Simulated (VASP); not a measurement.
A run of VASP 6.6.1 is set up as follows.

File INCAR:

```
PREC = Accurate
ENCUT = 500
EDIFF = 1E-7
ISMEAR = 0
SIGMA = 0.1
LREAL = False
LASPH = True
NELM = 120
ALGO = Normal
ISIF = 3
LWAVE = False
LCHARG = False
GGA = PS
IBRION = 2
NSW = 70
EDIFFG = -0.008
PSTRESS = 250.0
GGA_COMPAT = False
NELMIN = 4
```

KPOINTS

```
regular mesh
0
Gamma
  8 8 8
```

The input POSCAR:

```
CsSnBr3
1.0
    5.1067177113      0.0000000000      0.0000000000
    0.0000000000      5.1067177113      0.0000000000
    0.0000000000      0.0000000000      5.1067177113
Cs Sn Br
1 1 3
Direct
    0.0000000000      0.0000000000      0.0000000000
    0.5000000000      0.5000000000      0.5000000000
    0.5000000000      0.0000000000      0.5000000000
    0.5000000000      0.5000000000      0.0000000000
    0.0000000000      0.5000000000      0.5000000000
```

Potentials or basis: VASP PAW PBE potentials, release 64 (Cs_sv, Sn_d, Br).

The run is started by

```console
$ cat potpaw_PBE.64/Cs_sv/POTCAR potpaw_PBE.64/Sn_d/POTCAR potpaw_PBE.64/Br/POTCAR > POTCAR
$ mpirun -np 1 vasp_std > vasp.out
```

(1) Estimate the band gap on the k mesh.

(2) Predict the relaxed volume.

(3) Predict the relaxed cell.

(4) Predict the space group after relaxing (to 0.1 Å).

Answers

(1) zero (bands 22 and 23 overlap by 0.72 eV).

(2) 25.04 Å³/atom.

(3) a = 5.002 Å, b = 5.002 Å, c = 5.002 Å, α = 90.00°, β = 90.00°, γ = 90.00°.

(4) Pm-3m (No. 221).

Caveat: the cell is relaxed towards a set pressure, so the run minimises the enthalpy, not the energy; the PAW data sets were made with another functional, which shifts forces and pressure a little; spin-orbit coupling is left out, which moves the levels of the heavy elements.
